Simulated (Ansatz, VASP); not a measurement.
## Sb: VASP beside Ansatz

INCAR

```
PREC     = Accurate       # precision mode
ENCUT    = 520            # plane-wave cutoff, eV
EDIFF    = 1E-7           # SCF threshold, eV
ISMEAR   = 0              # smearing method
SIGMA    = 0.15           # smearing width, eV
LREAL    = False          # projectors in reciprocal space
LASPH    = True           # aspherical terms in the spheres
NELM     = 60             # most SCF steps
ALGO     = Normal         # electronic algorithm
ISIF     = 2              # what is computed and relaxed
LWAVE    = False          # write WAVECAR
LCHARG   = True           # write CHGCAR
GGA      = PE             # functional
LELF     = True           # ELF
LVHAR    = True         
NBANDS   = 8              # bands
```

The input KPOINTS:

```
regular mesh
0
Gamma
  24 24 24
```

File POSCAR:

```
Sb
1.0
   -1.5272406777      1.5272406777      2.8898476584
    1.5272406777     -1.5272406777      2.8898476584
    1.5272406777      1.5272406777     -2.8898476584
Sb
1
Direct
    0.0000000000      0.0000000000      0.0000000000
```

Input for Ansatz:

```yaml
crystal:
  lattice:
    - [-1.5272406777, 1.5272406777, 2.8898476584]
    - [1.5272406777, -1.5272406777, 2.8898476584]
    - [1.5272406777, 1.5272406777, -2.8898476584]
  atoms:
    - { symbol: Sb, position: [0.0, 0.0, 0.0] }
basis:
  ecutwfc: 420
kpoints:
  mp_grid: { grid: [24, 24, 24] }
hamiltonian:
  xc: pbe
scf:
  occupations: { method: gaussian, width: 0.15 }
output:
  forces: true
  stress: true
  eigenvalues: true
```

Alike in both runs: task single point; functional PBE; k mesh 24 × 24 × 24; occupations gaussian, width 0.15 eV; no spin polarisation.

|  | VASP | Ansatz |
| --- | --- | --- |
| version | VASP 6.6.1 | Ansatz 0.2.0 |
| potentials or method | VASP PAW PBE potentials, release 64 (Sb), cutoff 520 eV | scalar-relativistic, plane waves, PAW |
| valence electrons in the cell | 5 | 15 |

```tsv
	VASP	Ansatz	Ansatz less VASP
gap on the k mesh at the Fermi level (eV)	none	none	-
pressure (GPa)	3.2	3.3	+0.08
traceless stress, the component that is largest in VASP (GPa)	-2.40	-2.36	+0.038
```

A gap of «none» marks a metal or a gap that the smearing closes. The functional is the same, so the differences come from potentials, cutoffs and numerics. VASP's potentials hold 5 valence electrons a cell and Ansatz's 15, so a difference there can come from the potentials and not from the codes.

Spin-orbit coupling is off throughout.
